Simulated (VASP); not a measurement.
# MnS (Fm-3m) in VASP: a series of runs

Aim: see how the results for MnS move with the level of theory and the settings. Levels: RPBE, revPBE. Tasks: relaxation of cell and atoms.

Program: VASP 6.6.1. These are calculated values, not measurements. Logs are shortened: lines on timing, memory, paths and dates and some standing lists are left out, and cuts for length are marked.

## (1) The cell of the first run

It takes space group Fm-3m (No. 225, cubic). Conventional cell: a = 5.209 Å, b = 5.209 Å, c = 5.209 Å, α = 90.00°, β = 90.00°, γ = 90.00°. Within 3.4 Å of Mn (site symmetry m-3m) lie 6 S at 2.60 Å. Within 3.4 Å of S (site symmetry m-3m) lie 6 Mn at 2.60 Å.

## (2) Relaxation of cell and atoms, RPBE, collinear spin, ferromagnetic start

File INCAR:

```
SYSTEM = MnS
PREC = Accurate
ENCUT = 600
EDIFF = 1E-6
ISMEAR = -1
SIGMA = 0.05
LREAL = .False.
LASPH = .True.
NELM = 150
ALGO = Normal
ISIF = 3
LWAVE = .False.
LCHARG = .False.
ISPIN = 2
MAGMOM = 4 0
LORBIT = 11
LMAXMIX = 4
GGA = RP
IBRION = 2
NSW = 60
EDIFFG = -0.01
```

File KPOINTS:

```
regular mesh
0
Gamma
  9 9 9
  0 0 0
```

File POSCAR:

```
MnS
1.0
    0.0000000000      2.6045000000      2.6045000000
    2.6045000000      0.0000000000      2.6045000000
    2.6045000000      2.6045000000      0.0000000000
Mn S
1 1
Direct
    0.0000000000      0.0000000000      0.0000000000
    0.5000000000      0.5000000000      0.5000000000
```

Potentials or basis: VASP PAW PBE potentials, release 64 (Mn_pv, S).

On the command line:

```
> cat potpaw_PBE.64/Mn_pv/POTCAR potpaw_PBE.64/S/POTCAR > POTCAR
> mpirun -np 1 vasp_std > vasp.out
```

OUTCAR:

```text
SYSTEM = MnS
   PREC = Accurate
   ENCUT = 600
   EDIFF = 1E-6
   ISMEAR = -1
   LREAL = .False.
   LASPH = .True.
   NELM = 150
   ISIF = 3
   ISPIN = 2
   LORBIT = 11
   GGA = RP
   IBRION = 2
   NSW = 60
   EDIFFG = -0.01

 ion  position               nearest neighbor table
   1  0.000  0.000  0.000-   2 2.60   2 2.60   2 2.60   2 2.60   2 2.60   2 2.60
   2  0.500  0.500  0.500-   1 2.60   1 2.60   1 2.60   1 2.60   1 2.60   1 2.60

  LATTYP: Found a face centered cubic cell.
 ALAT       =     5.2090000000

  Lattice vectors:

 A1 = (   0.0000000000,   2.6045000000,   2.6045000000)
 A2 = (   2.6045000000,   0.0000000000,   2.6045000000)
 A3 = (   2.6045000000,   2.6045000000,   0.0000000000)

Analysis of symmetry for initial positions (statically):
=====================================================================
 Subroutine PRICEL returns:
 Original cell was already a primitive cell.

 Routine SETGRP: Setting up the symmetry group for a
 face centered cubic supercell.

 Subroutine GETGRP returns: Found 48 space group operations
 (whereof 48 operations were pure point group operations)
 out of a pool of 48 trial point group operations.

The static configuration has the point symmetry O_h .

Analysis of symmetry for dynamics (positions and initial velocities):
=====================================================================
 Subroutine PRICEL returns:
 Original cell was already a primitive cell.

 Routine SETGRP: Setting up the symmetry group for a
 face centered cubic supercell.

 Subroutine GETGRP returns: Found 48 space group operations
 (whereof 48 operations were pure point group operations)
 out of a pool of 48 trial point group operations.

The dynamic configuration has the point symmetry O_h .

Analysis of structural, dynamic, and magnetic symmetry:
=====================================================================
 Subroutine PRICEL returns:
 Original cell was already a primitive cell.

 Routine SETGRP: Setting up the symmetry group for a
 face centered cubic supercell.

 Subroutine GETGRP returns: Found 48 space group operations
 (whereof 48 operations were pure point group operations)
 out of a pool of 48 trial point group operations.

The overall configuration has the point symmetry O_h .

 Subroutine INISYM returns: Found 48 space group operations
 (whereof 48 operations are pure point group operations),
 and found     1 'primitive' translations

----------------------------------------------------------------------------------------

                                     Primitive cell

  volume of cell :      35.3348

  direct lattice vectors                    reciprocal lattice vectors
     0.000000000  2.604500000  2.604500000    -0.191975427  0.191975427  0.191975427
     2.604500000  0.000000000  2.604500000     0.191975427 -0.191975427  0.191975427
     2.604500000  2.604500000  0.000000000     0.191975427  0.191975427 -0.191975427

  length of vectors
     3.683319223  3.683319223  3.683319223     0.332511194  0.332511194  0.332511194

  position of ions in fractional coordinates (direct lattice)
     0.000000000  0.000000000  0.000000000
     0.500000000  0.500000000  0.500000000

  ion indices of the primitive-cell ions
   primitive index   ion index
                 1           1
                 2           2

----------------------------------------------------------------------------------------

 KPOINTS: regular mesh

Automatic generation of k-mesh.
 Grid dimensions read from file:
 generate k-points for:    9    9    9

 Generating k-lattice:

  Cartesian coordinates                     Fractional coordinates (reciprocal lattice)
    -0.021330603  0.021330603  0.021330603     0.111111111  0.000000000  0.000000000
     0.021330603 -0.021330603  0.021330603     0.000000000  0.111111111  0.000000000
     0.021330603  0.021330603 -0.021330603     0.000000000  0.000000000  0.111111111

  Length of vectors
     0.036945688  0.036945688  0.036945688

  Shift w.r.t. Gamma in fractional coordinates (k-lattice)
     0.000000000  0.000000000  0.000000000

 Subroutine IBZKPT returns following result:
 ===========================================

 Found     35 irreducible k-points:

 Following reciprocal coordinates:
            Coordinates               Weight
  0.000000  0.000000  0.000000      1.000000
  0.111111  0.000000  0.000000      8.000000
  0.222222  0.000000  0.000000      8.000000
  0.333333  0.000000  0.000000      8.000000
  0.444444  0.000000  0.000000      8.000000
  0.111111  0.111111  0.000000      6.000000
[... 16 lines left out ...]
 -0.333333  0.333333  0.000000     12.000000
  0.444444  0.444444  0.000000      6.000000
 [... further k-points ...]
   k-points           NKPTS =     35   k-points in BZ     NKDIM =     35   number of bands    NBANDS=     15
   number of dos      NEDOS =    301   number of ions     NIONS =      2
   total plane-waves  NPLWV =  27000
   dimension x,y,z NGX =    30 NGY =   30 NGZ =   30
   dimension x,y,z NGXF=    60 NGYF=   60 NGZF=   60
   ions per type =               1   1
   NGX,Y,Z   is equivalent  to a cutoff of  13.54, 13.54, 13.54 a.u.
   NGXF,Y,Z  is equivalent  to a cutoff of  27.08, 27.08, 27.08 a.u.
 SYSTEM =  MnS
   PREC   = accura    normal or accurate (medium, high low for compatibility)
   ISTART =      0    job   : 0-new  1-cont  2-samecut
   ICHARG =      2    charge: 1-file 2-atom 10-const
   ISPIN  =      2    spin polarized calculation?
   LNONCOLLINEAR =      F non collinear calculations
   LSORBIT =      F    spin-orbit coupling
   LASPH  =      T    aspherical Exc in radial PAW
   ENCUT  =  600.0 eV  44.10 Ry    6.64 a.u.   7.36  7.36  7.36*2*pi/ulx,y,z
   NELM   =    150;   NELMIN=  2; NELMDL= -5     # of ELM steps
   EDIFF  = 0.1E-05   stopping-criterion for ELM
   LREAL  =      F    real-space projection
   EDIFFG = -.1E-01   stopping-criterion for IOM
   NSW    =     60    number of steps for IOM
   IBRION =      2    ionic relax: 0-MD 1-quasi-New 2-CG
   NFREE  =      1    steps in history (QN), initial steepest desc. (CG)
   ISIF   =      3    stress and relaxation
   ISYM   =      2    0-nonsym 1-usesym 2-fastsym
   POTIM  = 0.5000    time-step for ionic-motion
   TEBEG  =    0.0;   TEEND  =   0.0 temperature during run
   PSTRESS=    0.0 pullay stress
   NELECT =      19.0000    total number of electrons
   NUPDOWN=      -1.0000    fix difference up-down
   EMIN   =  10.00;   EMAX   =-10.00  energy-range for DOS
   EFERMI =   0.00;   METHOD = LEGACY
   ISMEAR =    -1;   SIGMA  =   0.05  broadening in eV -4-tet -1-fermi 0-gaus
   EFERMI_NEDOS =   21; number of points for ismear=-14 and -15
   IALGO  =     38    algorithm
   IMIX   =      4    mixing-type and parameters
     AMIX     =   0.40;   BMIX     =  1.00
     AMIX_MAG =   1.60;   BMIX_MAG =  1.00
  volume/ion in A,a.u.               =      17.67       119.23
  Fermi-wavevector in a.u.,A,eV,Ry     =   1.331246  2.515690 24.112464  1.772216
  Thomas-Fermi vector in A             =   2.460272
   LORBIT       =     11    0 simple, 1 ext, 2 COOP (PROOUT), +10 PAW based schemes
   GGA     = RP    functional components
   LHFCALC =     F    Hartree Fock is set to
   AEXX    =    0.0000 exact exchange contribution
   IVDW    =     0    specifies the selected vdW correction
   LEPSILON=     F    determine dielectric tensor
   LRPA    =     F    only Hartree local field effects (RPA)
 conjugate gradient relaxation of ions
 spin polarized calculation
  energy-cutoff  :      600.00
  volume of cell :       35.33
 maximum number of plane-waves:      1243
 NGX is ok and might be reduce to    30
   NGX = 15   NGY = 15   NGZ = 15

--------------------------------------- Ionic step        1  -------------------------------------------

 number of electron      19.0000008 magnetization       4.7654362

 Free energy of the ion-electron system (eV)
  ---------------------------------------------------
  ext. energy  EPLUGINS =         0.00000000
  ---------------------------------------------------
  free energy    TOTEN  =       -13.46443510 eV

  energy without entropy =      -13.45860429  energy(sigma->0) =      -13.46151969

------------------------ aborting loop because EDIFF is reached ----------------------------------------

  FORCE on cell =-STRESS in cart. coord.  units (eV):
  Direction    XX          YY          ZZ          XY          YZ          ZX
  --------------------------------------------------------------------------------------
  -------------------------------------------------------------------------------------
  Total        0.1232807      0.1232807      0.1232807     -0.0000000     -0.0000000      0.0000000
  in kB        5.5898832      5.5898832      5.5898832     -0.0000000     -0.0000000      0.0000000
  external PRESSURE =       5.5898832 kB  Pullay stress =       0.0000000 kB

 VOLUME and BASIS-vectors are now :
 -----------------------------------------------------------------------------
  energy-cutoff  :      600.00
  volume of cell :       35.33
      direct lattice vectors                 reciprocal lattice vectors
     0.000000000  2.604500000  2.604500000    -0.191975427  0.191975427  0.191975427
     2.604500000  0.000000000  2.604500000     0.191975427 -0.191975427  0.191975427
     2.604500000  2.604500000  0.000000000     0.191975427  0.191975427 -0.191975427
[... 37 lines left out ...]
 POSITION                                       TOTAL-FORCE (eV/Angst)
 -----------------------------------------------------------------------------------
      2.61224      2.61224     -0.00000        -0.000000     -0.000000     -0.000000
      2.61224      2.61224      2.61224         0.000000      0.000000      0.000000
 -----------------------------------------------------------------------------------
    total drift:                                0.000000      0.000000      0.000000

  FREE ENERGIE OF THE ION-ELECTRON SYSTEM (eV)
  ---------------------------------------------------
  free  energy   TOTEN  =       -13.4650352050 eV

  energy  without entropy=      -13.4594703596  energy(sigma->0) =      -13.46225278

--------------------------------------- Ionic step        3  -------------------------------------------

 number of electron      19.0000001 magnetization       4.7899529

 Free energy of the ion-electron system (eV)
  ---------------------------------------------------
  ext. energy  EPLUGINS =         0.00000000
  ---------------------------------------------------
  free energy    TOTEN  =       -13.46501061 eV

  energy without entropy =      -13.45952553  energy(sigma->0) =      -13.46226807

 E-fermi :   6.6548     XC(G=0): -10.4371

 val. band max:        6.6388322791   @ k =  -0.4444   0.4444   0.1111
 cond. band min:       6.6793274642   @ k =   0.3333   0.2222   0.0000
 fundamental gap:      0.0404951851
 Fermi energy:         6.6547620985

 spin component 1

 k-point     1 :       0.0000    0.0000    0.0000
  band No.  band energies     occupation
      1     -44.2102      1.00000
      2     -44.2102      1.00000
      3     -44.2102      1.00000
      4      -7.8697      1.00000
      5       3.1864      1.00000
      6       3.1864      1.00000
      7       3.1864      1.00000
      8       3.2833      1.00000
      9       3.2833      1.00000
     10       4.7651      1.00000
     11       4.7651      1.00000
     12       4.7651      1.00000
     13       8.3232      0.00000
     14      15.1604      0.00000
     15      15.1604      0.00000
[... 397 lines left out ...]
 k-point    24 :       0.4444    0.4444    0.0000
  band No.  band energies     occupation
      1     -44.2168      1.00000
      2     -44.2130      1.00000
      3     -44.2130      1.00000
      4      -6.4864      1.00000
      5       0.7665      1.00000
      6       2.7125      1.00000
      7       3.1339      1.00000
      8       3.1339      1.00000
      9       3.5142      1.00000
     10       3.8943      1.00000
     11       3.8943      1.00000
     12       4.3944      1.00000
     13       7.6028      0.00000
     14      12.1030      0.00000
     15      16.4938      0.00000

 [... further k-points ...]

 spin component 2

 k-point     1 :       0.0000    0.0000    0.0000
  band No.  band energies     occupation
      1     -39.5694      1.00000
      2     -39.5694      1.00000
      3     -39.5694      1.00000
      4      -7.5654      1.00000
      5       4.9802      1.00000
      6       4.9802      1.00000
      7       4.9802      1.00000
      8       7.0806      0.00020
      9       7.0806      0.00020
     10       7.0806      0.00020
     11       7.0930      0.00016
     12       7.0930      0.00016
     13       9.4641      0.00000
     14      16.1806      0.00000
     15      16.1806      0.00000
[... 436 lines left out ...]
 POSITION                                       TOTAL-FORCE (eV/Angst)
 -----------------------------------------------------------------------------------
      0.00000      0.00000      0.00000         0.000000      0.000000      0.000000
      2.61500      2.61500      2.61500        -0.000000     -0.000000     -0.000000
 -----------------------------------------------------------------------------------
    total drift:                               -0.000000      0.000000      0.000000

  FREE ENERGIE OF THE ION-ELECTRON SYSTEM (eV)
  ---------------------------------------------------
  free  energy   TOTEN  =       -13.4650106146 eV

  energy  without entropy=      -13.4595255280  energy(sigma->0) =      -13.46226807

 reached required accuracy - stopping structural energy minimisation

 total charge

# of ion       s       p       d       tot
------------------------------------------
    1        0.208   6.157   4.913  11.278
    2        1.329   2.419   0.000   3.748
--------------------------------------------------
tot          1.537   8.576   4.913  15.026

 magnetization (x)

# of ion       s       p       d       tot
------------------------------------------
    1        0.051   0.039   4.231   4.321
    2        0.026   0.083   0.000   0.109
--------------------------------------------------
tot          0.077   0.122   4.231   4.430
```

Wall time 1.9 min (1 thread of Intel Xeon 8259CL, shared host); peak memory 0.21 GiB.

Results:

| Property | Result |
| --- | --- |
| Free energy | -13.4650 eV |
| Relaxed volume | 17.88 Å³/atom |
| Relaxed cell | a = 3.698 Å, b = 3.698 Å, c = 3.698 Å, α = 60.00°, β = 60.00°, γ = 60.00° |
| Space group after relaxing (to 0.1 Å) | Fm-3m (No. 225) |
| Energy gained by relaxing | 0.3 meV/atom |
| Ionic steps | 3 |
| Pressure after relaxing | -0.1 GPa |
| Net moment | 4.79 μB per cell |
| Site moments | Mn +4.32; S +0.11 μB |
| Valence electrons inside the program's atomic spheres | Mn 11.28; S 3.75 |

The path:
```tsv
step	energy change (eV)	largest force (eV/Å)	pressure (GPa)	volume (Å³)
1	0.0000	0.0000	0.56	35.33
2	-0.0006	0.0000	0.10	35.65
3	-0.0006	0.0000	-0.08	35.76
```

Final structure:
```
CELL_PARAMETERS angstrom
0.00000 2.61500 2.61500
2.61500 0.00000 2.61500
2.61500 2.61500 0.00000
ATOMIC_POSITIONS crystal
Mn 0.00000 0.00000 0.00000
S 0.50000 0.50000 0.50000
```

Caveat: the PAW data sets were made with another functional, which shifts forces and pressure a little; a cell with one magnetic atom can't hold antiferromagnetic order, which such compounds often take; semilocal functionals often make such compounds metallic where correlation or magnetic order opens a gap, which also shifts bond lengths.

## (3) Relaxation of cell and atoms, revPBE, collinear spin, ferromagnetic start

File INCAR:

```
PREC = Accurate
ENCUT = 600
EDIFF = 1E-6
ISMEAR = -1
SIGMA = 0.05
LREAL = F
LASPH = T
NELM = 150
ALGO = Normal
ISIF = 3
LWAVE = F
LCHARG = F
ISPIN = 2
MAGMOM = 4 0
LORBIT = 11
LMAXMIX = 4
GGA = RE
IBRION = 2
NSW = 60
EDIFFG = -0.01
```

File KPOINTS:

```
regular mesh
0
Gamma
  9 9 9
```

POSCAR is that of step 2.

Potentials or basis: VASP PAW PBE potentials, release 64 (Mn_pv, S).

On the command line:

```
> cat potpaw_PBE.64/Mn_pv/POTCAR potpaw_PBE.64/S/POTCAR > POTCAR
> mpirun -np 1 vasp_std > vasp.out
```

Wall time 2.2 min (1 thread of Intel Xeon 8259CL, shared host); peak memory 0.21 GiB.

Results (log left out):

```yaml
Free_energy: -13.5433 eV
Relaxed_volume: 17.57 Å³/atom
Relaxed_cell: a = 3.677 Å, b = 3.677 Å, c = 3.677 Å, α = 60.00°, β = 60.00°, γ = 60.00°
Space_group_after_relaxing_to_0.1_Å: Fm-3m (No. 225)
Energy_gained_by_relaxing: 0.1 meV/atom
Ionic_steps: 4
Pressure_after_relaxing: 0.0 GPa
Net_moment: 4.74 μB per cell
Site_moments: Mn +4.29; S +0.11 μB
Valence_electrons_inside_the_program's_atomic_spheres: Mn 11.30; S 3.75
```

Step by step:
| step | energy change (eV) | largest force (eV/Å) | pressure (GPa) | volume (Å³) |
| --- | --- | --- | --- | --- |
| 1 | 0.0000 | 0.0000 | -0.28 | 35.33 |
| 2 | -0.0002 | 0.0000 | -0.09 | 35.18 |
| 3 | -0.0001 | 0.0000 | 0.11 | 35.10 |
| 4 | -0.0002 | 0.0000 | 0.04 | 35.14 |

Final structure:
```cif
data_structure
_symmetry_space_group_name_H-M 'P 1'
_symmetry_Int_Tables_number 1
_cell_length_a 3.6766
_cell_length_b 3.6766
_cell_length_c 3.6766
_cell_angle_alpha 60.000
_cell_angle_beta 60.000
_cell_angle_gamma 60.000
_cell_volume 35.14
loop_
_atom_site_label
_atom_site_type_symbol
_atom_site_fract_x
_atom_site_fract_y
_atom_site_fract_z
_atom_site_occupancy
Mn1 Mn 0.00000 0.00000 0.00000 1
S1 S 0.50000 0.50000 0.50000 1
```

Levels at points of the mesh, in eV from the Fermi level:
Spin up:
```tsv
k point	band 8	band 9	band 10	band 11	band 12	band 13	band 14	band 15
(0.00, 0.00, 0.00)	-3.35	-3.35	-1.90	-1.90	-1.90	1.79	8.56	8.56
```
Spin down:
```
           k point  band 3  band 4  band 5  band 6  band 7  band 8  band 9  band 10  band 11  band 12
(0.00, 0.00, 0.00)  -46.21  -14.33   -1.68   -1.68   -1.68    0.37    0.37     0.37     0.40     0.40
```

Caveat: the PAW data sets were made with another functional, which shifts forces and pressure a little; a cell with one magnetic atom can't hold antiferromagnetic order, which such compounds often take; semilocal functionals often make such compounds metallic where correlation or magnetic order opens a gap, which also shifts bond lengths.
